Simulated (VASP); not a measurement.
Runs of VASP 6.6.1 on I. The structure is that of space group Im-3m (No. 229), or close to it. The cells are those of the table. 

```tsv
cell	gap on the mesh (eV)	pressure (GPa)
a = 3.595 Å, angles 109.5°, 1 atom	none	-3.0
a = 3.643 Å, angles 109.5°, 1 atom	none	-3.7
a = 3.667 Å, angles 109.5°, 1 atom	none	-3.9
a = 3.570 Å, angles 109.5°, 1 atom	none	-2.6
a = 3.619 Å, angles 109.5°, 1 atom	none	(b)
a = 3.690 Å, angles 109.5°, 1 atom	none	(a)
a = 3.545 Å, angles 109.5°, 1 atom	none	-2.1
```

Alike in all rows: task single point; level LDA; potentials or basis VASP PAW LDA potentials, release 64 (I); no spin polarisation; k mesh 10 × 10 × 10; cutoff (eV) 500; smearing fermi-dirac 0.1 eV.

Q: Estimate the missing entries.

A: (a) -4.2; (b) -3.4.

Caveats: spin-orbit coupling is left out, which moves the levels of the heavy elements; an odd number of electrons without spin polarisation forces a metal; a magnetic or distorted state may lie lower.

A k mesh can miss the band edges, and the runs leave out spin-orbit coupling on I.

A gap of «none» marks levels without a gap at the run's occupations.
